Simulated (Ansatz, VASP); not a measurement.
PtS2: VASP beside Ansatz

```
S Pt
1.0
     3.52442    0.00000    0.00000
    -1.76221    3.05223    0.00000
     0.00000    0.00000   28.72000
S Pt
2 1
Direct
  0.33333 0.66667 0.24286
  0.66667 0.33333 0.33026
  0.00000 0.00000 0.28656
```

Alike in both runs: functional revPBE; dispersion D3(BJ); k mesh 12 × 12 × 1; occupations gaussian, width 0.03 eV; no spin polarisation.

Ansatz relaxed the structure, and its values are those at the end. VASP's run is a single point on that final structure, the one shown.

```csv
,VASP,Ansatz
version,VASP 6.6.1,Ansatz 0.2.0
potentials or method,"VASP PAW PBE potentials, release 64 (S, Pt), cutoff 400 eV","scalar-relativistic, plane waves, PAW"
valence electrons in the cell,22,30
```

```csv
,VASP,Ansatz,Ansatz less VASP
gap on the k mesh at the Fermi level (eV),1.87,1.86,-0.005
least direct gap on the mesh (eV),2.03,2.02,-0.006
rms of the force components (eV/Å),0.022,0.000,-0.0223
```

VASP's potentials were made for PBE, not for revPBE. VASP's potentials hold 22 valence electrons a cell and Ansatz's 30, so a difference there can come from the potentials and not from the codes. Ansatz's warnings: slab cell height set, structure snapped to symmetry.

Neither program's run includes spin-orbit coupling.
